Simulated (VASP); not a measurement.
# BaRe (Pm-3m) in VASP: further runs

The runs below take BaRe through single point, with PBE.

Everything below comes from runs of VASP 6.6.1. Logs are shortened: lines on timing, memory, paths and dates and some standing lists are left out, and cuts for length are marked.

## (1) The cell of the first run

The structure is cubic, space group Pm-3m (No. 221). Conventional cell: a = 3.673 Å, b = 3.673 Å, c = 3.673 Å, α = 90.00°, β = 90.00°, γ = 90.00°. Ba (site symmetry m-3m) has 8 Re at 3.18 Å and 6 Ba at 3.67 Å within 4.2 Å. Re (site symmetry m-3m) has 8 Ba at 3.18 Å and 6 Re at 3.67 Å within 4.2 Å.

## (2) Single point, PBE (volume scaled by 0.960)

INCAR reads:

```
SYSTEM = BaRe
PREC = Accurate ; ENCUT = 520
EDIFF = 1E-7 ; ISMEAR = 0
SIGMA = 0.05 ; LREAL = .False.
LASPH = .True. ; NELM = 80
ALGO = Normal ; ISIF = 2
LWAVE = .False. ; LCHARG = .False.
GGA = PE ; NBANDS = 16
```

KPOINTS reads:

```
regular mesh
0
Gamma
  8 8 8
  0 0 0
```

POSCAR reads:

```
BaRe
1.0
    3.6730221852      0.0000000000      0.0000000000
    0.0000000000      3.6730221852      0.0000000000
    0.0000000000      0.0000000000      3.6730221852
Ba Re
1 1
Direct
    0.0000000000      0.0000000000      0.0000000000
    0.5000000000      0.5000000000      0.5000000000
```

Potentials or basis: VASP PAW PBE potentials, release 64 (Ba_sv, Re).

Started as:

```bash
$ cat potpaw_PBE.64/Ba_sv/POTCAR potpaw_PBE.64/Re/POTCAR > POTCAR
$ mpirun -np 1 vasp_std > vasp.out
```

OUTCAR:

```text
SYSTEM = BaRe
   PREC = Accurate
   ENCUT = 520
   EDIFF = 1E-7
   ISMEAR = 0
   LREAL = .False.
   LASPH = .True.
   NELM = 80
   ISIF = 2
   GGA = PE

 ion  position               nearest neighbor table
   1  0.000  0.000  0.000-   2 3.18   2 3.18   2 3.18   2 3.18   2 3.18   2 3.18   2 3.18   2 3.18

   2  0.500  0.500  0.500-   1 3.18   1 3.18   1 3.18   1 3.18   1 3.18   1 3.18   1 3.18   1 3.18

  LATTYP: Found a simple cubic cell.
 ALAT       =     3.6730221852

  Lattice vectors:

 A1 = (   3.6730221852,   0.0000000000,   0.0000000000)
 A2 = (   0.0000000000,   3.6730221852,   0.0000000000)
 A3 = (   0.0000000000,   0.0000000000,   3.6730221852)

Analysis of symmetry for initial positions (statically):
=====================================================================
 Subroutine PRICEL returns:
 Original cell was already a primitive cell.

 Routine SETGRP: Setting up the symmetry group for a
 simple cubic supercell.

 Subroutine GETGRP returns: Found 48 space group operations
 (whereof 48 operations were pure point group operations)
 out of a pool of 48 trial point group operations.

The static configuration has the point symmetry O_h .

Analysis of symmetry for dynamics (positions and initial velocities):
=====================================================================
 Subroutine PRICEL returns:
 Original cell was already a primitive cell.

 Routine SETGRP: Setting up the symmetry group for a
 simple cubic supercell.

 Subroutine GETGRP returns: Found 48 space group operations
 (whereof 48 operations were pure point group operations)
 out of a pool of 48 trial point group operations.

The dynamic configuration has the point symmetry O_h .

 Subroutine INISYM returns: Found 48 space group operations
 (whereof 48 operations are pure point group operations),
 and found     1 'primitive' translations

----------------------------------------------------------------------------------------

                                     Primitive cell

  volume of cell :      49.5531

  direct lattice vectors                    reciprocal lattice vectors
     3.673022185  0.000000000  0.000000000     0.272255366  0.000000000  0.000000000
     0.000000000  3.673022185  0.000000000     0.000000000  0.272255366  0.000000000
     0.000000000  0.000000000  3.673022185     0.000000000  0.000000000  0.272255366

  length of vectors
     3.673022185  3.673022185  3.673022185     0.272255366  0.272255366  0.272255366

  position of ions in fractional coordinates (direct lattice)
     0.000000000  0.000000000  0.000000000
     0.500000000  0.500000000  0.500000000

  ion indices of the primitive-cell ions
   primitive index   ion index
                 1           1
                 2           2

----------------------------------------------------------------------------------------

 KPOINTS: regular mesh

Automatic generation of k-mesh.
 Grid dimensions read from file:
 generate k-points for:    8    8    8

 Generating k-lattice:

  Cartesian coordinates                     Fractional coordinates (reciprocal lattice)
     0.034031921  0.000000000  0.000000000     0.125000000  0.000000000  0.000000000
     0.000000000  0.034031921  0.000000000     0.000000000  0.125000000  0.000000000
     0.000000000  0.000000000  0.034031921     0.000000000  0.000000000  0.125000000

  Length of vectors
     0.034031921  0.034031921  0.034031921

  Shift w.r.t. Gamma in fractional coordinates (k-lattice)
     0.000000000  0.000000000  0.000000000

 Subroutine IBZKPT returns following result:
 ===========================================

 Found     35 irreducible k-points:

 Following reciprocal coordinates:
            Coordinates               Weight
  0.000000  0.000000  0.000000      1.000000
  0.125000  0.000000  0.000000      6.000000
  0.250000  0.000000  0.000000      6.000000
  0.375000  0.000000  0.000000      6.000000
  0.500000  0.000000  0.000000      3.000000
  0.125000  0.125000  0.000000     12.000000
[... 16 lines left out ...]
  0.375000  0.375000  0.125000     24.000000
  0.500000  0.375000  0.125000     24.000000
 [... further k-points ...]
   k-points           NKPTS =     35   k-points in BZ     NKDIM =     35   number of bands    NBANDS=     16
   number of dos      NEDOS =    301   number of ions     NIONS =      2
   total plane-waves  NPLWV =  21952
   dimension x,y,z NGX =    28 NGY =   28 NGZ =   28
   dimension x,y,z NGXF=    56 NGYF=   56 NGZF=   56
   ions per type =               1   1
   NGX,Y,Z   is equivalent  to a cutoff of  12.67, 12.67, 12.67 a.u.
   NGXF,Y,Z  is equivalent  to a cutoff of  25.35, 25.35, 25.35 a.u.
 SYSTEM =  BaRe
   PREC   = accura    normal or accurate (medium, high low for compatibility)
   ISTART =      0    job   : 0-new  1-cont  2-samecut
   ICHARG =      2    charge: 1-file 2-atom 10-const
   ISPIN  =      1    spin polarized calculation?
   LNONCOLLINEAR =      F non collinear calculations
   LSORBIT =      F    spin-orbit coupling
   LASPH  =      T    aspherical Exc in radial PAW
   ENCUT  =  520.0 eV  38.22 Ry    6.18 a.u.   6.83  6.83  6.83*2*pi/ulx,y,z
   NELM   =     80;   NELMIN=  2; NELMDL= -5     # of ELM steps
   EDIFF  = 0.1E-06   stopping-criterion for ELM
   LREAL  =      F    real-space projection
   EDIFFG = 0.1E-05   stopping-criterion for IOM
   NSW    =      0    number of steps for IOM
   IBRION =     -1    ionic relax: 0-MD 1-quasi-New 2-CG
   NFREE  =      0    steps in history (QN), initial steepest desc. (CG)
   ISIF   =      2    stress and relaxation
   ISYM   =      2    0-nonsym 1-usesym 2-fastsym
   POTIM  = 0.5000    time-step for ionic-motion
   TEBEG  =    0.0;   TEEND  =   0.0 temperature during run
   PSTRESS=    0.0 pullay stress
   NELECT =      17.0000    total number of electrons
   NUPDOWN=      -1.0000    fix difference up-down
   EMIN   =  10.00;   EMAX   =-10.00  energy-range for DOS
   EFERMI =   0.00;   METHOD = LEGACY
   ISMEAR =     0;   SIGMA  =   0.05  broadening in eV -4-tet -1-fermi 0-gaus
   EFERMI_NEDOS =   21; number of points for ismear=-14 and -15
   IALGO  =     38    algorithm
   IMIX   =      4    mixing-type and parameters
     AMIX     =   0.40;   BMIX     =  1.00
     AMIX_MAG =   1.60;   BMIX_MAG =  1.00
  volume/ion in A,a.u.               =      24.78       167.20
  Fermi-wavevector in a.u.,A,eV,Ry     =   1.146043  2.165707 17.870091  1.313415
  Thomas-Fermi vector in A             =   2.282729
   LORBIT       =      0    0 simple, 1 ext, 2 COOP (PROOUT), +10 PAW based schemes
   GGA     = PE    functional components
   LHFCALC =     F    Hartree Fock is set to
   AEXX    =    0.0000 exact exchange contribution
   IVDW    =     0    specifies the selected vdW correction
   LEPSILON=     F    determine dielectric tensor
   LRPA    =     F    only Hartree local field effects (RPA)
 non-spin polarized calculation
 Gauss-broadening in eV      SIGMA  =   0.05
  energy-cutoff  :      520.00
  volume of cell :       49.55
 maximum number of plane-waves:      1357
 NGX is ok and might be reduce to    28
   NGX = 13   NGY = 13   NGZ = 13

 number of electron      17.0000000 magnetization

 Free energy of the ion-electron system (eV)
  ---------------------------------------------------
  ext. energy  EPLUGINS =         0.00000000
  ---------------------------------------------------
  free energy    TOTEN  =       -10.12372238 eV

  energy without entropy =      -10.11540845  energy(sigma->0) =      -10.11956541

 E-fermi :   4.1847     XC(G=0): -10.9756

 val. band max:        4.1826510547   @ k =   0.5000   0.1250   0.1250
 cond. band min:       4.1888451856   @ k =   0.5000   0.1250   0.1250
 fundamental gap:      0.0061941308
 Fermi energy:         4.1847229295

 k-point     1 :       0.0000    0.0000    0.0000
  band No.  band energies     occupation
      1     -22.4850      2.00000
      2      -7.2132      2.00000
      3      -7.2132      2.00000
      4      -7.2132      2.00000
      5      -0.1866      2.00000
      6       1.4835      2.00000
[... 8 lines left out ...]
     15      12.8089      0.00000
     16      13.1151      0.00000

 k-point     2 :       0.1250    0.0000    0.0000
  band No.  band energies     occupation
      1     -22.4599      2.00000
      2      -7.5282      2.00000
      3      -7.2042      2.00000
      4      -7.2042      2.00000
      5       0.2142      2.00000
      6       1.5959      2.00000
[... 8 lines left out ...]
     15      11.9860      0.00000
     16      12.8877      0.00000

 k-point     3 :       0.2500    0.0000    0.0000
  band No.  band energies     occupation
      1     -22.3981      2.00000
      2      -8.1834      2.00000
      3      -7.1824      2.00000
      4      -7.1824      2.00000
      5       1.1883      2.00000
      6       1.9061      2.00000
[... 8 lines left out ...]
     15      11.3041      0.00000
     16      12.3689      0.00000

 k-point     4 :       0.3750    0.0000    0.0000
  band No.  band energies     occupation
      1     -22.3347      2.00000
      2      -8.7406      2.00000
      3      -7.1607      2.00000
      4      -7.1607      2.00000
      5       2.3036      2.00000
      6       2.4278      2.00000
[... 8 lines left out ...]
     15      11.8812      0.00000
     16      12.6255      0.00000

 k-point     5 :       0.5000    0.0000    0.0000
  band No.  band energies     occupation
      1     -22.3080      2.00000
      2      -8.9513      2.00000
      3      -7.1518      2.00000
      4      -7.1518      2.00000
      5       2.5136      2.00000
      6       3.1729      2.00000
[... 8 lines left out ...]
     15      11.6856      0.00000
     16      14.1693      0.00000

 k-point     6 :       0.1250    0.1250    0.0000
  band No.  band energies     occupation
      1     -22.4355      2.00000
      2      -7.5735      2.00000
      3      -7.4345      2.00000
      4      -7.1915      2.00000
      5       0.5597      2.00000
      6       1.7843      2.00000
[... 8 lines left out ...]
     15      12.6649      0.00000
     16      12.7772      0.00000

 k-point     7 :       0.2500    0.1250    0.0000
  band No.  band energies     occupation
      1     -22.3758      2.00000
      2      -8.1466      2.00000
      3      -7.4359      2.00000
      4      -7.1608      2.00000
      5       1.3696      2.00000
      6       2.0626      2.00000
[... 8 lines left out ...]
     15      11.9848      0.00000
     16      12.4298      0.00000

 k-point     8 :       0.3750    0.1250    0.0000
  band No.  band energies     occupation
      1     -22.3147      2.00000
      2      -8.6802      2.00000
      3      -7.3891      2.00000
      4      -7.1299      2.00000
      5       2.1768      2.00000
      6       2.5108      2.00000
[... 8 lines left out ...]
     15      12.0061      0.00000
     16      12.7239      0.00000

 k-point     9 :       0.5000    0.1250    0.0000
  band No.  band energies     occupation
      1     -22.2889      2.00000
      2      -8.8835      2.00000
      3      -7.3690      2.00000
      4      -7.1171      2.00000
      5       2.3754      2.00000
      6       3.1156      2.00000
[... 8 lines left out ...]
     15      11.8154      0.00000
     16      14.1188      0.00000
[... 172 lines left out ...]
 k-point    19 :       0.5000    0.1250    0.1250
  band No.  band energies     occupation
      1     -22.2695      2.00000
      2      -8.8228      2.00000
      3      -7.3608      2.00000
      4      -7.3179      2.00000
      5       2.5809      2.00000
      6       2.6104      2.00000
[... 8 lines left out ...]
     15      11.8378      0.00000
     16      14.2397      0.00000

 k-point    20 :       0.2500    0.2500    0.1250
  band No.  band energies     occupation
      1     -22.3001      2.00000
      2      -8.0843      2.00000
      3      -7.8888      2.00000
      4      -7.3560      2.00000
      5       1.8841      2.00000
      6       2.6018      2.00000
[... 8 lines left out ...]
     15      10.4928      0.00000
     16      14.5798      0.00000

 k-point    21 :       0.3750    0.2500    0.1250
  band No.  band energies     occupation
      1     -22.2451      2.00000
      2      -8.4876      2.00000
      3      -7.8690      2.00000
      4      -7.2932      2.00000
      5       1.8148      2.00000
      6       2.8544      2.00000
[... 8 lines left out ...]
     15      11.3574      0.00000
     16      14.1448      0.00000

 k-point    22 :       0.5000    0.2500    0.1250
  band No.  band energies     occupation
      1     -22.2219      2.00000
      2      -8.6704      2.00000
      3      -7.8306      2.00000
      4      -7.2647      2.00000
      5       1.7340      2.00000
      6       2.8996      2.00000
[... 8 lines left out ...]
     15      11.9141      0.00000
     16      14.3052      0.00000

 k-point    23 :       0.3750    0.3750    0.1250
  band No.  band energies     occupation
      1     -22.1946      2.00000
      2      -8.3766      2.00000
      3      -8.2877      2.00000
      4      -7.2215      2.00000
      5       1.2682      2.00000
      6       2.7936      2.00000
[... 8 lines left out ...]
     15      11.7991      0.00000
     16      14.0910      0.00000

 k-point    24 :       0.5000    0.3750    0.1250
  band No.  band energies     occupation
      1     -22.1734      2.00000
      2      -8.5085      2.00000
      3      -8.2685      2.00000
      4      -7.1904      2.00000
      5       1.0446      2.00000
      6       2.7049      2.00000
[... 8 lines left out ...]
     15      12.3900      0.00000
     16      13.9554      0.00000

 [... further k-points ...]
[... 5 lines left out ...]
  --------------------------------------------------------------------------------------
  -------------------------------------------------------------------------------------
  Total        1.2159131      1.2159131      1.2159131     -0.0000000     -0.0000000     -0.0000000
  in kB       39.3135681     39.3135681     39.3135681     -0.0000000     -0.0000000     -0.0000000
  external PRESSURE =      39.3135681 kB  Pullay stress =       0.0000000 kB

 VOLUME and BASIS-vectors are now :
 -----------------------------------------------------------------------------
  energy-cutoff  :      520.00
  volume of cell :       49.55
      direct lattice vectors                 reciprocal lattice vectors
     3.673022185  0.000000000  0.000000000     0.272255366  0.000000000  0.000000000
     0.000000000  3.673022185  0.000000000     0.000000000  0.272255366  0.000000000
     0.000000000  0.000000000  3.673022185     0.000000000  0.000000000  0.272255366

 POSITION                                       TOTAL-FORCE (eV/Angst)
 -----------------------------------------------------------------------------------
      0.00000      0.00000      0.00000         0.000000      0.000000      0.000000
      1.83651      1.83651      1.83651         0.000000      0.000000      0.000000
 -----------------------------------------------------------------------------------
    total drift:                                0.000000      0.000000      0.000000

  FREE ENERGIE OF THE ION-ELECTRON SYSTEM (eV)
  ---------------------------------------------------
  free  energy   TOTEN  =       -10.1237223761 eV

  energy  without entropy=      -10.1154084508  energy(sigma->0) =      -10.11956541
```

Run time: 16 s. Hardware: 1 thread of Intel Xeon Platinum 8488C (Sapphire Rapids), shared host; peak memory 0.17 GiB.

What came out:

| Quantity | Value |
| --- | --- |
| Free energy | -10.1237 eV |
| Pressure | 3.9 GPa |

Caveat: spin-orbit coupling is left out, which moves the levels of the heavy elements.

[end of part 1 of 2]
